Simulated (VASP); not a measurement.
# Al2Cu (Cm) in VASP: single point with PBEsol

Aim: the single point of Al2Cu with PBEsol.

Program: VASP 6.6.1. These are calculated values, not measurements. Logs are shortened: lines on timing, memory, paths and dates and some standing lists are left out, and cuts for length are marked.

### Step 1. The cell of the first run

It takes space group Cm (No. 8, monoclinic). The conventional cell has a = 7.013 Å, b = 4.049 Å, c = 4.049 Å, α = 90.00°, β = 125.27°, γ = 90.00°. Al (site symmetry m) has 4 Cu at 2.34 to 2.90 Å and 6 Al at 2.86 Å within 3.1 Å. Within 2.7 Å of Al (site symmetry m) lie 4 Cu at 2.06 to 2.68 Å. Cu (site symmetry m) has 7 Al at 2.06 to 2.68 Å within 2.7 Å.

### Step 2. Single point, PBEsol (atom 3 (Cu) moved by (-0.300, -0.300) A along x and z)

INCAR

```
SYSTEM = Al2Cu
  ALGO = Fast
  EDIFF = 1E-6
  ENCUT = 520
  GGA = PS
  ISIF = 2
  ISMEAR = 0
  LASPH = .True.
  LCHARG = .True.
  LELF = .True.
  LREAL = .False.
  LVHAR = .True.
  LWAVE = .False.
  NBANDS = 16
  NELM = 100
  PREC = Accurate
  SIGMA = 0.15
```

KPOINTS

```
k-points
0
Gamma
  16 16 16
  0 0 0
```

POSCAR

```
Al2Cu
1.0
   -2.0246315468      2.0246315468      2.8630136658
    2.0246315468     -2.0246315468      2.8630136658
    2.0246315468      2.0246315468     -2.8630136658
Al Cu
2 1
Direct
    0.7500000000      0.2500000000      0.5000000000
    0.2500000000      0.7500000000      0.5000000000
    0.4476076549      0.3735201004     -0.0740875545
```

Potentials or basis: VASP PAW PBE potentials, release 64 (Al, Cu).

Command:

```console
$ cat potpaw_PBE.64/Al/POTCAR potpaw_PBE.64/Cu/POTCAR > POTCAR
$ mpirun -np 1 vasp_std > vasp.out
```

OUTCAR:

```text
SYSTEM = Al2Cu
   EDIFF = 1E-6
   ENCUT = 520
   GGA = PS
   ISIF = 2
   ISMEAR = 0
   LASPH = .True.
   LREAL = .False.
   NELM = 100
   PREC = Accurate

 ion  position               nearest neighbor table
   1  0.750  0.250  0.500-   3 2.34   3 2.34   3 2.44   2 2.86   2 2.86   2 2.86   2 2.86   2 2.86
                             2 2.86   3 2.90
   2  0.250  0.750  0.500-   3 2.06   3 2.59   3 2.68   3 2.68   1 2.86   1 2.86   1 2.86   1 2.86
                             1 2.86   1 2.86
   3  0.448  0.374  0.926-   2 2.06   1 2.34   1 2.34   1 2.44   2 2.59   2 2.68   2 2.68   1 2.90

  LATTYP: Found a body centered tetragonal cell.
 ALAT       =     4.0492630936
 C/A-ratio  =     1.4140912060

  Lattice vectors:

 A1 = (  -2.0246315468,   2.0246315468,   2.8630136658)
 A2 = (   2.0246315468,  -2.0246315468,   2.8630136658)
 A3 = (   2.0246315468,   2.0246315468,  -2.8630136658)

Analysis of symmetry for initial positions (statically):
=====================================================================
 Subroutine PRICEL returns:
 Original cell was already a primitive cell.

 Routine SETGRP: Setting up the symmetry group for a
 body centered tetragonal supercell.

 Subroutine GETGRP returns: Found  2 space group operations
 (whereof  2 operations were pure point group operations)
 out of a pool of 16 trial point group operations.

The static configuration has the point symmetry C_1h.

Analysis of symmetry for dynamics (positions and initial velocities):
=====================================================================
 Subroutine PRICEL returns:
 Original cell was already a primitive cell.

 Routine SETGRP: Setting up the symmetry group for a
 body centered tetragonal supercell.

 Subroutine GETGRP returns: Found  2 space group operations
 (whereof  2 operations were pure point group operations)
 out of a pool of 16 trial point group operations.

The dynamic configuration has the point symmetry C_1h.

 Subroutine INISYM returns: Found  2 space group operations
 (whereof  2 operations are pure point group operations),
 and found     1 'primitive' translations

----------------------------------------------------------------------------------------

                                     Primitive cell

  volume of cell :      46.9435

  direct lattice vectors                    reciprocal lattice vectors
[... 84 lines left out ...]
   LNONCOLLINEAR =      F non collinear calculations
   LSORBIT =      F    spin-orbit coupling
   LASPH  =      T    aspherical Exc in radial PAW
   ENCUT  =  520.0 eV  38.22 Ry    6.18 a.u.   7.53  7.53  7.53*2*pi/ulx,y,z
   NELM   =    100;   NELMIN=  2; NELMDL= -5     # of ELM steps
   EDIFF  = 0.1E-05   stopping-criterion for ELM
   LREAL  =      F    real-space projection
   EDIFFG = 0.1E-04   stopping-criterion for IOM
   NSW    =      0    number of steps for IOM
   IBRION =     -1    ionic relax: 0-MD 1-quasi-New 2-CG
   NFREE  =      0    steps in history (QN), initial steepest desc. (CG)
   ISIF   =      2    stress and relaxation
   ISYM   =      2    0-nonsym 1-usesym 2-fastsym
   POTIM  = 0.5000    time-step for ionic-motion
   TEBEG  =    0.0;   TEEND  =   0.0 temperature during run
   PSTRESS=    0.0 pullay stress
   NELECT =      17.0000    total number of electrons
   NUPDOWN=      -1.0000    fix difference up-down
   EMIN   =  10.00;   EMAX   =-10.00  energy-range for DOS
   EFERMI =   0.00;   METHOD = LEGACY
   ISMEAR =     0;   SIGMA  =   0.15  broadening in eV -4-tet -1-fermi 0-gaus
   EFERMI_NEDOS =   21; number of points for ismear=-14 and -15
   IALGO  =     68    algorithm
   IMIX   =      4    mixing-type and parameters
     AMIX     =   0.40;   BMIX     =  1.00
     AMIX_MAG =   1.60;   BMIX_MAG =  1.00
  volume/ion in A,a.u.               =      15.65       105.60
  Fermi-wavevector in a.u.,A,eV,Ry     =   1.166897  2.205116 18.526366  1.361650
  Thomas-Fermi vector in A             =   2.303405
   LORBIT       =      0    0 simple, 1 ext, 2 COOP (PROOUT), +10 PAW based schemes
   GGA     = PS    functional components
   LHFCALC =     F    Hartree Fock is set to
   AEXX    =    0.0000 exact exchange contribution
   IVDW    =     0    specifies the selected vdW correction
   LEPSILON=     F    determine dielectric tensor
   LRPA    =     F    only Hartree local field effects (RPA)
 non-spin polarized calculation
 RMM-DIIS sequential band-by-band and
 Gauss-broadening in eV      SIGMA  =   0.15
  energy-cutoff  :      520.00
  volume of cell :       46.94
 maximum number of plane-waves:      1295
   NGX = 15   NGY = 15   NGZ = 15

 number of electron      17.0000004 magnetization

 Free energy of the ion-electron system (eV)
  ---------------------------------------------------
  ext. energy  EPLUGINS =         0.00000000
  ---------------------------------------------------
  free energy    TOTEN  =       -12.22232990 eV

  energy without entropy =      -12.21332816  energy(sigma->0) =      -12.21782903

 E-fermi :   7.1237     XC(G=0): -10.6147

 val. band max:        7.1197471456   @ k =   0.0000  -0.1875  -0.1250
 cond. band min:       7.1292712454   @ k =  -0.0625   0.0625  -0.2500
 fundamental gap:      0.0095240998
 Fermi energy:         7.1236839339

 k-point     1 :       0.0000    0.0000    0.0000
  band No.  band energies     occupation
      1      -3.2025      2.00000
      2       2.1795      2.00000
      3       2.3369      2.00000
      4       2.3469      2.00000
      5       2.7892      2.00000
      6       2.8288      2.00000
[... 433 lines left out ...]
      3       2.4920      2.00000
      4       2.4970      2.00000
      5       2.7273      2.00000
      6       2.8122      2.00000
[... 8 lines left out ...]
     15      16.9977      0.00000
     16      18.3190      0.00000

 [... further k-points ...]
[... 5 lines left out ...]
  --------------------------------------------------------------------------------------
  -------------------------------------------------------------------------------------
  Total        3.6819471      1.0629253      1.7277317      0.0000000      0.0000000      2.2831832
  in kB      125.6645313     36.2775484     58.9673310      0.0000000      0.0000000     77.9248435
  external PRESSURE =      73.6364702 kB  Pullay stress =       0.0000000 kB

 VOLUME and BASIS-vectors are now :
 -----------------------------------------------------------------------------
  energy-cutoff  :      520.00
  volume of cell :       46.94
      direct lattice vectors                 reciprocal lattice vectors
    -2.024631547  2.024631547  2.863013666     0.000000000  0.246958515  0.174641150
     2.024631547 -2.024631547  2.863013666     0.246958515  0.000000000  0.174641150
     2.024631547  2.024631547 -2.863013666     0.246958515  0.246958515  0.000000000

 POSITION                                       TOTAL-FORCE (eV/Angst)
 -----------------------------------------------------------------------------------
      0.00000      2.02463      1.43151        -0.342612      0.000000     -0.768810
      2.02463      0.00000      1.43151        -2.911286      0.000000     -2.094398
      1.72463      2.02463     -0.30000         3.253898     -0.000000      2.863208
 -----------------------------------------------------------------------------------
    total drift:                               -0.001723     -0.000005     -0.001761

  FREE ENERGIE OF THE ION-ELECTRON SYSTEM (eV)
  ---------------------------------------------------
  free  energy   TOTEN  =       -12.2223298994 eV

  energy  without entropy=      -12.2133281583  energy(sigma->0) =      -12.21782903
```

OSZICAR:

```text
N       E                     dE             d eps       ncg     rms          rms(c)
DAV:   1     0.625773288279E+02    0.62577E+02   -0.68460E+03 35200   0.113E+03
DAV:   2    -0.119153128021E+02   -0.74493E+02   -0.65965E+02 37560   0.204E+02
DAV:   3    -0.146345364169E+02   -0.27192E+01   -0.26668E+01 47520   0.436E+01
DAV:   4    -0.146948584276E+02   -0.60322E-01   -0.60299E-01 41304   0.558E+00
[... 10 lines left out ...]
RMM:  15    -0.122223336916E+02    0.40055E-04   -0.11780E-04 52181   0.888E-02    0.496E-02
RMM:  16    -0.122223338491E+02   -0.15749E-06   -0.16825E-05 48199   0.318E-02    0.515E-02
RMM:  17    -0.122223312008E+02    0.26483E-05   -0.82466E-06 42654   0.432E-02    0.338E-02
RMM:  18    -0.122223299386E+02    0.12622E-05   -0.17396E-06 30321   0.117E-02    0.215E-02
RMM:  19    -0.122223298994E+02    0.39234E-07   -0.32174E-07 23076   0.842E-03
   1 F= -.12222330E+02 E0= -.12217829E+02  d E =-.900174E-02
```

It took 12 min on 1 thread of Oxide Virtual Turin-like, shared host; peak memory 0.8 GiB.

What came out:

| Item | Value |
| --- | --- |
| Free energy | -12.2223 eV |
| Pressure | 7.4 GPa |
| Largest force | 4.334 eV/Å |
| Band gap on the k mesh | zero (an odd number of electrons rules out a gap without spin polarisation) |

Forces on the atoms (eV/Å):
```
Al  -0.343  0.000 -0.769
Al  -2.911  0.000 -2.094
Cu   3.254  0.000  2.863
```

Levels at points of the mesh, in eV from the Fermi level:
```
           k point  band 5  band 6  band 7  band 8  band 9  band 10  band 11  band 12  band 13  band 14
(0.00, 0.00, 0.00)   -4.33   -4.29    1.89    2.25    2.51     3.29     3.55     3.75     4.78     6.82
(0.50, 0.00, 0.00)   -4.33   -4.22   -4.16    0.60    0.77     2.63     2.93     3.64     4.64     9.82
(0.00, 0.50, 0.00)   -4.40   -4.31   -4.27    0.60    0.61     2.91     2.91     3.93     4.41     9.85
(0.50, 0.00, 0.50)   -4.33   -4.21   -4.14    0.59    0.80     2.60     2.93     3.59     4.67     9.84
(0.50, 0.50, 0.00)   -4.33   -4.15   -4.08   -2.01   -1.82     0.27     1.39     9.17    10.37    10.48
(0.50, 0.50, 0.50)   -4.35   -4.17   -3.97   -1.99   -1.88     0.28     1.38     9.16    10.36    10.38
```

Caveat: the cell differs from its parent crystal (atom 3 (Cu) moved by (-0.300, -0.300) A along x and z); the stress differs along the axes, from 4 to 13 GPa; the PAW data sets were made with another functional, which shifts forces and pressure a little.
